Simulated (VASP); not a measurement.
# La (P6_3/mmc) in VASP: single point with PBEsol

Aim: the single point of La with PBEsol.

Everything below comes from runs of VASP 6.6.1. Logs are shortened: lines on timing, memory, paths and dates and some standing lists are left out, and cuts for length are marked.

### 1 The cell of the first run

The structure is hexagonal, space group P6_3/mmc (No. 194). The conventional cell has a = 3.661 Å, b = 3.661 Å, c = 11.711 Å, α = 90.00°, β = 90.00°, γ = 120.00°. La (site symmetry -3m) has 12 La at 3.61 to 3.66 Å within 4.7 Å. La (site symmetry -6m2) has 12 La at 3.61 to 3.66 Å within 4.7 Å.

### 2 Single point, PBEsol

The input, INCAR:

```
ALGO     = Fast           # electronic algorithm
EDIFF    = 1E-6           # SCF threshold, eV
ENCUT    = 520            # plane-wave cutoff, eV
GGA      = PS             # functional
ISIF     = 2              # what is computed and relaxed
ISMEAR   = 0              # smearing method
LASPH    = True           # aspherical terms in the spheres
LCHARG   = False          # write CHGCAR
LREAL    = False          # projectors in reciprocal space
LWAVE    = False          # write WAVECAR
NBANDS   = 30             # bands
NELM     = 60             # most SCF steps
PREC     = Accurate       # precision mode
SIGMA    = 0.15           # smearing width, eV
```

The input, KPOINTS:

```
k-points
0
Gamma
  12 12 4
```

The input, POSCAR:

```
La
1.0
    3.6612629057      0.0000000000      0.0000000000
   -1.8306314528      3.1707466863      0.0000000000
    0.0000000000      0.0000000000     11.7108379461
La
4
Direct
    0.0000000000      0.0000000000      0.0000000000
    0.0000000000      0.0000000000      0.5000000000
    0.3333333333      0.6666666667      0.2500000000
    0.6666666667      0.3333333333      0.7500000000
```

Potentials or basis: VASP PAW PBE potentials, release 64 (La).

Run with:

```
$ cat potpaw_PBE.64/La/POTCAR > POTCAR
$ mpirun -np 1 vasp_std > vasp.out
```

OUTCAR:

```text
EDIFF = 1E-6
   ENCUT = 520
   GGA = PS
   ISIF = 2
   ISMEAR = 0
   LASPH = True
   LREAL = False
   NELM = 60
   PREC = Accurate

 ion  position               nearest neighbor table
   1  0.000  0.000  0.000-   3 3.61   4 3.61   4 3.61   3 3.61   4 3.61   3 3.61
   2  0.000  0.000  0.500-   3 3.61   4 3.61   4 3.61   3 3.61   4 3.61   3 3.61
   3  0.333  0.667  0.250-   1 3.61   2 3.61   1 3.61   2 3.61   1 3.61   2 3.61
   4  0.667  0.333  0.750-   1 3.61   2 3.61   1 3.61   2 3.61   1 3.61   2 3.61

  LATTYP: Found a hexagonal cell.
 ALAT       =     3.6612629057
 C/A-ratio  =     3.1985788095

  Lattice vectors:

 A1 = (   3.6612629057,   0.0000000000,   0.0000000000)
 A2 = (  -1.8306314528,   3.1707466863,   0.0000000000)
 A3 = (   0.0000000000,   0.0000000000,  11.7108379461)

Analysis of symmetry for initial positions (statically):
=====================================================================
 Subroutine PRICEL returns:
 Original cell was already a primitive cell.

 Routine SETGRP: Setting up the symmetry group for a
 hexagonal supercell.

 Subroutine GETGRP returns: Found 24 space group operations
 (whereof 12 operations were pure point group operations)
 out of a pool of 24 trial point group operations.

The static configuration has the point symmetry D_3d.
 The point group associated with its full space group is D_6h.

Analysis of symmetry for dynamics (positions and initial velocities):
=====================================================================
 Subroutine PRICEL returns:
 Original cell was already a primitive cell.

 Routine SETGRP: Setting up the symmetry group for a
 hexagonal supercell.

 Subroutine GETGRP returns: Found 24 space group operations
 (whereof 12 operations were pure point group operations)
 out of a pool of 24 trial point group operations.

The dynamic configuration has the point symmetry D_3d.
 The point group associated with its full space group is D_6h.

 Subroutine INISYM returns: Found 24 space group operations
 (whereof 12 operations are pure point group operations),
 and found     1 'primitive' translations

----------------------------------------------------------------------------------------

                                     Primitive cell

  volume of cell :     135.9504

  direct lattice vectors                    reciprocal lattice vectors
     3.661262906  0.000000000  0.000000000     0.273129799  0.157691563  0.000000000
    -1.830631453  3.170746686  0.000000000     0.000000000  0.315383125  0.000000000
     0.000000000  0.000000000 11.710837946     0.000000000  0.000000000  0.085390986

  length of vectors
     3.661262906  3.661262906 11.710837946     0.315383125  0.315383125  0.085390986

  position of ions in fractional coordinates (direct lattice)
     0.000000000  0.000000000  0.000000000
     0.000000000  0.000000000  0.500000000
     0.333333333  0.666666667  0.250000000
     0.666666667  0.333333333  0.750000000

  ion indices of the primitive-cell ions
   primitive index   ion index
                 1           1
                 2           2
                 3           3
                 4           4

----------------------------------------------------------------------------------------

 KPOINTS: k-points

Automatic generation of k-mesh.
 Grid dimensions read from file:
 generate k-points for:   12   12    4

 Generating k-lattice:

  Cartesian coordinates                     Fractional coordinates (reciprocal lattice)
     0.022760817  0.013140964  0.000000000     0.083333333 -0.000000000  0.000000000
     0.000000000  0.026281927  0.000000000     0.000000000  0.083333333  0.000000000
     0.000000000  0.000000000  0.021347747     0.000000000  0.000000000  0.250000000

  Length of vectors
     0.026281927  0.026281927  0.021347747

  Shift w.r.t. Gamma in fractional coordinates (k-lattice)
     0.000000000  0.000000000  0.000000000

 Subroutine IBZKPT returns following result:
 ===========================================

 Found     57 irreducible k-points:

 Following reciprocal coordinates:
            Coordinates               Weight
  0.000000  0.000000  0.000000      1.000000
  0.083333  0.000000  0.000000      6.000000
  0.166667  0.000000  0.000000      6.000000
  0.250000  0.000000  0.000000      6.000000
  0.333333  0.000000  0.000000      6.000000
  0.416667  0.000000  0.000000      6.000000
[... 16 lines left out ...]
  0.250000  0.000000  0.250000     12.000000
  0.333333  0.000000  0.250000     12.000000
 [... further k-points ...]
   k-points           NKPTS =     57   k-points in BZ     NKDIM =     57   number of bands    NBANDS=     30
   number of dos      NEDOS =    301   number of ions     NIONS =      4
   total plane-waves  NPLWV =  70560
   dimension x,y,z NGX =    28 NGY =   28 NGZ =   90
   dimension x,y,z NGXF=    56 NGYF=   56 NGZF=  180
   ions per type =               4
   NGX,Y,Z   is equivalent  to a cutoff of  12.71, 12.71, 12.78 a.u.
   NGXF,Y,Z  is equivalent  to a cutoff of  25.43, 25.43, 25.55 a.u.
 SYSTEM =  unknown system
   PREC   = accura    normal or accurate (medium, high low for compatibility)
   ISTART =      0    job   : 0-new  1-cont  2-samecut
   ICHARG =      2    charge: 1-file 2-atom 10-const
   ISPIN  =      1    spin polarized calculation?
   LNONCOLLINEAR =      F non collinear calculations
   LSORBIT =      F    spin-orbit coupling
   LASPH  =      T    aspherical Exc in radial PAW
   ENCUT  =  520.0 eV  38.22 Ry    6.18 a.u.   6.81  6.81 21.77*2*pi/ulx,y,z
   NELM   =     60;   NELMIN=  2; NELMDL= -5     # of ELM steps
   EDIFF  = 0.1E-05   stopping-criterion for ELM
   LREAL  =      F    real-space projection
   EDIFFG = 0.1E-04   stopping-criterion for IOM
   NSW    =      0    number of steps for IOM
   IBRION =     -1    ionic relax: 0-MD 1-quasi-New 2-CG
   NFREE  =      0    steps in history (QN), initial steepest desc. (CG)
   ISIF   =      2    stress and relaxation
   ISYM   =      2    0-nonsym 1-usesym 2-fastsym
   POTIM  = 0.5000    time-step for ionic-motion
   TEBEG  =    0.0;   TEEND  =   0.0 temperature during run
   PSTRESS=    0.0 pullay stress
   NELECT =      44.0000    total number of electrons
   NUPDOWN=      -1.0000    fix difference up-down
   EMIN   =  10.00;   EMAX   =-10.00  energy-range for DOS
   EFERMI =   0.00;   METHOD = LEGACY
   ISMEAR =     0;   SIGMA  =   0.15  broadening in eV -4-tet -1-fermi 0-gaus
   EFERMI_NEDOS =   21; number of points for ismear=-14 and -15
   IALGO  =     68    algorithm
   IMIX   =      4    mixing-type and parameters
     AMIX     =   0.40;   BMIX     =  1.00
     AMIX_MAG =   1.60;   BMIX_MAG =  1.00
  volume/ion in A,a.u.               =      33.99       229.36
  Fermi-wavevector in a.u.,A,eV,Ry     =   1.123998  2.124048 17.189216  1.263372
  Thomas-Fermi vector in A             =   2.260667
   LORBIT       =      0    0 simple, 1 ext, 2 COOP (PROOUT), +10 PAW based schemes
   GGA     = PS    functional components
   LHFCALC =     F    Hartree Fock is set to
   AEXX    =    0.0000 exact exchange contribution
   IVDW    =     0    specifies the selected vdW correction
   LEPSILON=     F    determine dielectric tensor
   LRPA    =     F    only Hartree local field effects (RPA)
 non-spin polarized calculation
 RMM-DIIS sequential band-by-band and
 Gauss-broadening in eV      SIGMA  =   0.15
  energy-cutoff  :      520.00
  volume of cell :      135.95
 maximum number of plane-waves:      3688
 NGX is ok and might be reduce to    28
   NGX = 13   NGY = 13   NGZ = 43

 number of electron      44.0000001 magnetization

 Free energy of the ion-electron system (eV)
  ---------------------------------------------------
  ext. energy  EPLUGINS =         0.00000000
  ---------------------------------------------------
  free energy    TOTEN  =       -21.42107658 eV

  energy without entropy =      -21.35238735  energy(sigma->0) =      -21.38673196

 E-fermi :   8.6284     XC(G=0): -10.0520

 val. band max:        8.6269009345   @ k =   0.1667   0.1667   0.2500
 cond. band min:       8.6303375660   @ k =   0.3333   0.1667   0.2500
 fundamental gap:      0.0034366315
 Fermi energy:         8.6284023017

 k-point     1 :       0.0000    0.0000    0.0000
  band No.  band energies     occupation
      1     -24.1348      2.00000
      2     -23.9924      2.00000
      3     -23.9835      2.00000
      4     -23.8339      2.00000
      5      -8.6990      2.00000
      6      -7.8394      2.00000
[... 22 lines left out ...]
     29      10.4831      0.00000
     30      10.5067      0.00000

 k-point     2 :       0.0833    0.0000    0.0000
  band No.  band energies     occupation
      1     -24.1194      2.00000
      2     -23.9810      2.00000
      3     -23.9721      2.00000
      4     -23.8271      2.00000
      5      -8.6622      2.00000
      6      -7.8526      2.00000
[... 22 lines left out ...]
     29      10.2907      0.00000
     30      10.5519      0.00000

 k-point     3 :       0.1667    0.0000    0.0000
  band No.  band energies     occupation
      1     -24.0761      2.00000
      2     -23.9497      2.00000
      3     -23.9408      2.00000
      4     -23.8090      2.00000
      5      -8.5564      2.00000
      6      -7.9174      2.00000
[... 22 lines left out ...]
     29      10.3626      0.00000
     30      10.3820      0.00000

 k-point     4 :       0.2500    0.0000    0.0000
  band No.  band energies     occupation
      1     -24.0137      2.00000
      2     -23.9065      2.00000
      3     -23.8975      2.00000
      4     -23.7866      2.00000
      5      -8.4017      2.00000
      6      -8.1040      2.00000
[... 616 lines left out ...]
     29      10.2715      0.00000
     30      10.4655      0.00000

 k-point    23 :       0.2500    0.0000    0.2500
  band No.  band energies     occupation
      1     -24.0053      2.00000
      2     -23.9454      2.00000
      3     -23.8581      2.00000
      4     -23.7955      2.00000
      5      -8.3802      2.00000
      6      -8.2131      2.00000
[... 22 lines left out ...]
     29      10.1892      0.00000
     30      10.4279      0.00000

 k-point    24 :       0.3333    0.0000    0.2500
  band No.  band energies     occupation
      1     -23.9387      2.00000
      2     -23.8919      2.00000
      3     -23.8240      2.00000
      4     -23.7758      2.00000
      5      -8.3924      2.00000
      6      -8.2754      2.00000
[... 22 lines left out ...]
     29      10.3476      0.00000
     30      10.5073      0.00000

 [... further k-points ...]

------------------------ aborting loop because EDIFF is reached ----------------------------------------

  FORCE on cell =-STRESS in cart. coord.  units (eV):
  Direction    XX          YY          ZZ          XY          YZ          ZX
  --------------------------------------------------------------------------------------
  -------------------------------------------------------------------------------------
  Total       -0.0016591     -0.0016591      0.2239024     -0.0000000      0.0000000      0.0000000
  in kB       -0.0195520     -0.0195520      2.6386932     -0.0000000      0.0000000      0.0000000
  external PRESSURE =       0.8665298 kB  Pullay stress =       0.0000000 kB

 VOLUME and BASIS-vectors are now :
 -----------------------------------------------------------------------------
  energy-cutoff  :      520.00
  volume of cell :      135.95
      direct lattice vectors                 reciprocal lattice vectors
     3.661262906  0.000000000  0.000000000     0.273129799  0.157691563  0.000000000
    -1.830631453  3.170746686  0.000000000     0.000000000  0.315383125  0.000000000
     0.000000000  0.000000000 11.710837946     0.000000000  0.000000000  0.085390986

 POSITION                                       TOTAL-FORCE (eV/Angst)
 -----------------------------------------------------------------------------------
      0.00000      0.00000      0.00000        -0.000000      0.000000     -0.000000
      0.00000      0.00000      5.85542        -0.000000      0.000000     -0.000000
     -0.00000      2.11383      2.92771        -0.000000      0.000000      0.000000
      1.83063      1.05692      8.78313         0.000000      0.000000     -0.000000
 -----------------------------------------------------------------------------------
    total drift:                                0.000000     -0.000000      0.000000

  FREE ENERGIE OF THE ION-ELECTRON SYSTEM (eV)
  ---------------------------------------------------
  free  energy   TOTEN  =       -21.4210765756 eV

  energy  without entropy=      -21.3523873478  energy(sigma->0) =      -21.38673196
```

Wall time 10 min (1 thread of Intel Xeon 6975P-C (Granite Rapids), shared host); peak memory 0.38 GiB.

Results:

```yaml
Free_energy: -21.4211 eV
Pressure: 0.1 GPa
Band_gap_on_the_k_mesh: zero (bands 22 and 23 overlap by 1.27 eV)
```

Caveat: the PAW data sets were made with another functional, which shifts forces and pressure a little; spin-orbit coupling is left out, which moves the levels of the heavy elements.
